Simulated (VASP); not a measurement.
# MgO (P-6m2) in VASP: notebook, part 2 of 2

VASP 6.6.1. Earlier steps stand in the parts before.

**3. Single point, PBE**

This run uses another cell than the first one, of the same volume but with other edges.

INCAR reads:

```
PREC = Accurate
ENCUT = 520
EDIFF = 1E-7
ISMEAR = 0
SIGMA = 0.05
LREAL = False
LASPH = True
NELM = 80
ALGO = Normal
ISIF = 2
LWAVE = False
LCHARG = False
GGA = PE
NBANDS = 11
```

KPOINTS reads:

```
Automatic mesh
0
Gamma
  12 12 10
```

POSCAR reads:

```
MgO
1.0
    2.7645045748      0.0000000000      0.0000000000
   -1.3822522874      2.3941311906      0.0000000000
    0.0000000000      0.0000000000      3.0261317260
Mg O
1 1
Direct
    0.0000000000      0.0000000000      0.0000000000
    0.3333333333      0.6666666667      0.5000000000
```

Potentials or basis: VASP PAW PBE potentials, release 64 (Mg, O).

Run with:

```console
$ cat potpaw_PBE.64/Mg/POTCAR potpaw_PBE.64/O/POTCAR > POTCAR
$ mpirun -np 1 vasp_std > vasp.out
```

OUTCAR:

```text
PREC = Accurate
   ENCUT = 520
   EDIFF = 1E-7
   ISMEAR = 0
   LREAL = False
   LASPH = True
   NELM = 80
   ISIF = 2
   GGA = PE

 ion  position               nearest neighbor table
   1  0.000  0.000  0.000-   2 2.20   2 2.20   2 2.20   2 2.20   2 2.20   2 2.20
   2  0.333  0.667  0.500-   1 2.20   1 2.20   1 2.20   1 2.20   1 2.20   1 2.20

  LATTYP: Found a hexagonal cell.
 ALAT       =     2.7645045748
 C/A-ratio  =     1.0946379882

  Lattice vectors:

 A1 = (   2.7645045748,   0.0000000000,   0.0000000000)
 A2 = (  -1.3822522874,   2.3941311906,   0.0000000000)
 A3 = (   0.0000000000,   0.0000000000,   3.0261317260)

Analysis of symmetry for initial positions (statically):
=====================================================================
 Subroutine PRICEL returns:
 Original cell was already a primitive cell.

 Routine SETGRP: Setting up the symmetry group for a
 hexagonal supercell.

 Subroutine GETGRP returns: Found 12 space group operations
 (whereof 12 operations were pure point group operations)
 out of a pool of 24 trial point group operations.

The static configuration has the point symmetry D_3h.

[... 165 lines left out ...]
 fundamental gap:      0.9813890778
 Fermi energy:         4.3495616161

 k-point     1 :       0.0000    0.0000    0.0000
  band No.  band energies     occupation
      1     -13.8833      2.00000
      2       1.5592      2.00000
      3       3.8750      2.00000
      4       3.8750      2.00000
      5       5.0769      0.00000
      6      15.2289      0.00000
      7      20.9755      0.00000
      8      21.3536      0.00000
      9      21.3536      0.00000
     10      24.9229      0.00000
     11      25.8066      0.00000
[... 309 lines left out ...]
 k-point    24 :       0.3333    0.0000    0.1000
  band No.  band energies     occupation
      1     -12.8596      2.00000
      2      -0.0541      2.00000
      3       1.7630      2.00000
      4       3.2474      2.00000
      5       8.5552      0.00000
      6      14.3240      0.00000
      7      16.7227      0.00000
      8      18.9691      0.00000
      9      21.4812      0.00000
     10      24.9042      0.00000
     11      25.8202      0.00000

 [... further k-points ...]
[... 5 lines left out ...]
  --------------------------------------------------------------------------------------
  -------------------------------------------------------------------------------------
  Total        3.8066502      3.8066502     -8.0318408      0.0000000      0.0000000      0.0000000
  in kB      304.5092336    304.5092336   -642.4991957      0.0000000      0.0000000      0.0000000
  external PRESSURE =     -11.1602428 kB  Pullay stress =       0.0000000 kB

 VOLUME and BASIS-vectors are now :
 -----------------------------------------------------------------------------
  energy-cutoff  :      520.00
  volume of cell :       20.03
      direct lattice vectors                 reciprocal lattice vectors
     2.764504575  0.000000000  0.000000000     0.361728466  0.208844027  0.000000000
    -1.382252287  2.394131191  0.000000000     0.000000000  0.417688055  0.000000000
     0.000000000  0.000000000  3.026131726     0.000000000  0.000000000  0.330454881

 POSITION                                       TOTAL-FORCE (eV/Angst)
 -----------------------------------------------------------------------------------
      0.00000      0.00000      0.00000        -0.000000     -0.000000      0.000000
     -0.00000      1.59609      1.51307         0.000000      0.000000      0.000000
 -----------------------------------------------------------------------------------
    total drift:                                0.000000     -0.000000     -0.000000

  FREE ENERGIE OF THE ION-ELECTRON SYSTEM (eV)
  ---------------------------------------------------
  free  energy   TOTEN  =       -10.5041791275 eV

  energy  without entropy=      -10.5041791275  energy(sigma->0) =      -10.50417913
```

OSZICAR:

```text
N       E                     dE             d eps       ncg     rms          rms(c)
DAV:   1     0.139160691132E+02    0.13916E+02   -0.45335E+03  2876   0.647E+02
DAV:   2    -0.117749177799E+02   -0.25691E+02   -0.24831E+02  2893   0.131E+02
DAV:   3    -0.123476914254E+02   -0.57277E+00   -0.57242E+00  3068   0.173E+01
DAV:   4    -0.123490683555E+02   -0.13769E-02   -0.13769E-02  2742   0.979E-01
DAV:   5    -0.123490731455E+02   -0.47900E-05   -0.47900E-05  2987   0.568E-02    0.736E+00
DAV:   6    -0.105866154805E+02    0.17625E+01   -0.10617E+01  2580   0.168E+01    0.253E+00
DAV:   7    -0.105337261154E+02    0.52889E-01   -0.10430E-01  2853   0.259E+00    0.140E+00
DAV:   8    -0.105047504917E+02    0.28976E-01   -0.65001E-02  2679   0.228E+00    0.268E-01
DAV:   9    -0.105042679347E+02    0.48256E-03   -0.72839E-04  2881   0.208E-01    0.156E-01
DAV:  10    -0.105041816472E+02    0.86287E-04   -0.48065E-04  2703   0.173E-01    0.115E-02
DAV:  11    -0.105041790088E+02    0.26384E-05   -0.74377E-06  2820   0.169E-02    0.388E-03
DAV:  12    -0.105041792490E+02   -0.24019E-06   -0.79609E-07  2924   0.653E-03    0.151E-03
DAV:  13    -0.105041791054E+02    0.14361E-06   -0.44258E-08  1679   0.175E-03    0.260E-04
DAV:  14    -0.105041791275E+02   -0.22096E-07   -0.30342E-09  1368   0.394E-04
   1 F= -.10504179E+02 E0= -.10504179E+02  d E =-.243995E-15
```

stdout:

```text
POSCAR found type information on POSCAR MgO
 POSCAR found :  2 types and       2 ions
 scaLAPACK will be used
 LDA part: xc-table for (Slater+PW92), standard interpolation
 POSCAR, INCAR and KPOINTS ok, starting setup
 FFT: planning ... GRIDC
 FFT: planning ... GRID_SOFT
 FFT: planning ... GRID
 WAVECAR not read
 entering main loop
```

Wall time 27 s (1 thread of Intel Xeon 8259CL, shared host); peak memory 0.16 GiB.

What came out:

* Free energy: -10.5042 eV
* Pressure: -1.1 GPa
* Band gap on the k mesh: 0.98 eV, indirect (least direct gap 1.20 eV)

Stress tensor (GPa, compression positive):
```
 30.45   0.00   0.00
  0.00  30.45   0.00
  0.00   0.00 -64.25
```

Levels at points of the mesh, in eV from the valence-band top:
| k point | band 1 | band 2 | band 3 | band 4 | band 5 | band 6 | band 7 | band 8 |
| --- | --- | --- | --- | --- | --- | --- | --- | --- |
| (0.00, 0.00, 0.00) | -17.98 | -2.54 | -0.22 | -0.22 | 0.98 | 11.13 | 16.88 | 17.26 |
| (0.50, 0.00, 0.00) | -16.60 | -5.17 | -1.75 | -1.06 | 5.43 | 8.72 | 12.13 | 14.37 |
| (0.00, 0.00, 0.50) | -17.32 | -6.68 | 0.00 | 0.00 | 6.68 | 8.67 | 17.42 | 17.42 |
| (0.50, 0.00, 0.50) | -16.23 | -4.30 | -4.12 | -0.87 | 3.93 | 11.47 | 11.89 | 15.03 |

 A k mesh can miss the band edges.

**4. Single point, PBE**

This run uses another cell than the first one, of the same volume but with other edges.

INCAR reads:

```
PREC = Accurate ; ENCUT = 520
EDIFF = 1E-6 ; ISMEAR = 0
SIGMA = 0.05 ; LREAL = False
LASPH = True ; NELM = 60
ALGO = Normal ; ISIF = 2
LWAVE = False ; LCHARG = True
GGA = PE ; LELF = True
LVHAR = True ; NBANDS = 11
```

KPOINTS reads:

```
regular mesh
0
Gamma
  12 12 10
```

POSCAR reads:

```
MgO
1.0
    3.0205204879      0.0000000000      0.0000000000
   -1.5102602440      2.6158474752      0.0000000000
    0.0000000000      0.0000000000      2.5348886271
Mg O
1 1
Direct
    0.0000000000      0.0000000000      0.0000000000
    0.3333333333      0.6666666667      0.5000000000
```

Run with:

```console
$ cat potpaw_PBE.64/Mg/POTCAR potpaw_PBE.64/O/POTCAR > POTCAR
$ mpirun -np 1 vasp_std > vasp.out
```

Run time: 20 s. Hardware: 1 thread of Intel Xeon 8259CL, shared host; peak memory 0.15 GiB.

Results (log left out):

| Property | Result |
| --- | --- |
| Free energy | -11.0757 eV |
| Pressure | 2.0 GPa |
| Band gap on the k mesh | 2.31 eV, indirect (least direct gap 2.58 eV) |

Stress tensor (GPa, compression positive):
```
-12.97   0.00   0.00
  0.00 -12.97   0.00
  0.00   0.00  32.00
```

Levels at points of the mesh, in eV from the valence-band top:
```tsv
k point	band 1	band 2	band 3	band 4	band 5	band 6	band 7	band 8	band 9
(0.00, 0.00, 0.00)	-18.14	-1.68	-1.68	-0.26	2.31	11.76	13.73	13.73	18.68
(0.50, 0.00, 0.00)	-17.23	-5.69	-2.34	-0.03	5.66	9.56	13.50	16.58	20.29
(0.00, 0.00, 0.50)	-16.79	-5.77	-0.96	-0.96	7.16	8.86	16.68	16.68	16.90
(0.50, 0.00, 0.50)	-16.20	-4.40	-3.86	-1.63	5.69	10.26	13.59	13.74	14.36
```

 A k mesh can miss the band edges.

**5. Single point, PBE**

This run uses another cell than the first one, of the same volume but with other edges.

INCAR reads:

```
SYSTEM = MgO
ALGO = Normal
EDIFF = 1E-7
ENCUT = 520
GGA = PE
ISIF = 2
ISMEAR = 0
LASPH = .True.
LCHARG = .False.
LREAL = .False.
LWAVE = .False.
NBANDS = 11
NELM = 80
PREC = Accurate
SIGMA = 0.05
```

KPOINTS reads:

```
k-points
0
Gamma
  12 12 10
  0 0 0
```

POSCAR reads:

```
MgO
1.0
    2.8458597932      0.0000000000      0.0000000000
   -1.4229298966      2.4645868765      0.0000000000
    0.0000000000      0.0000000000      2.8555873855
Mg O
1 1
Direct
    0.0000000000      0.0000000000      0.0000000000
    0.3333333333      0.6666666667      0.5000000000
```

Run with:

```console
$ cat potpaw_PBE.64/Mg/POTCAR potpaw_PBE.64/O/POTCAR > POTCAR
$ mpirun -np 1 vasp_std > vasp.out
```

Run time: 26 s. Hardware: 1 thread of Intel Xeon 8259CL, shared host; peak memory 0.16 GiB.

The run converged. Its results:

| Quantity | Value |
| --- | --- |
| Free energy | -11.0300 eV |
| Pressure | -1.8 GPa |
| Band gap on the k mesh | 2.28 eV, indirect (least direct gap 2.61 eV) |

Stress tensor (GPa, compression positive):
```
 14.87   0.00   0.00
  0.00  14.87   0.00
  0.00   0.00 -35.26
```

Levels at points of the mesh, in eV from the valence-band top:
| k point | band 1 | band 2 | band 3 | band 4 | band 5 | band 6 | band 7 | band 8 | band 9 |
| --- | --- | --- | --- | --- | --- | --- | --- | --- | --- |
| (0.00, 0.00, 0.00) | -17.63 | -1.47 | -0.33 | -0.33 | 2.28 | 11.34 | 16.61 | 16.61 | 18.78 |
| (0.50, 0.00, 0.00) | -16.43 | -4.94 | -1.11 | -0.92 | 6.29 | 9.99 | 12.30 | 16.49 | 17.92 |
| (0.00, 0.00, 0.50) | -16.80 | -5.93 | 0.00 | 0.00 | 7.98 | 8.60 | 17.57 | 17.57 | 19.42 |
| (0.50, 0.00, 0.50) | -15.90 | -3.93 | -3.69 | -0.80 | 4.94 | 11.76 | 12.91 | 15.19 | 15.29 |

 A k mesh can miss the band edges.

**6. The runs side by side**

```tsv
cell	gap on the mesh (eV)	pressure (GPa)
a = 3.101, b = 3.101, c = 2.405 Å, angles 90.0, 90.0, 120.0°, 2 atoms	1.25	6.2
a = 2.765, b = 2.765, c = 3.026 Å, angles 90.0, 90.0, 120.0°, 2 atoms	0.98	-1.1
a = 3.021, b = 3.021, c = 2.535 Å, angles 90.0, 90.0, 120.0°, 2 atoms	2.31	2.0
a = 2.846, b = 2.846, c = 2.856 Å, angles 90.0, 90.0, 120.0°, 2 atoms	2.28	-1.8
```

Alike in all rows: task single point; level PBE; potentials or basis VASP PAW PBE potentials, release 64 (Mg, O); no spin polarisation; k mesh 12 × 12 × 10; cutoff (eV) 520; smearing gaussian 0.05 eV.

Total energies depend on the potentials used, so only differences within one code and one set of settings carry meaning.
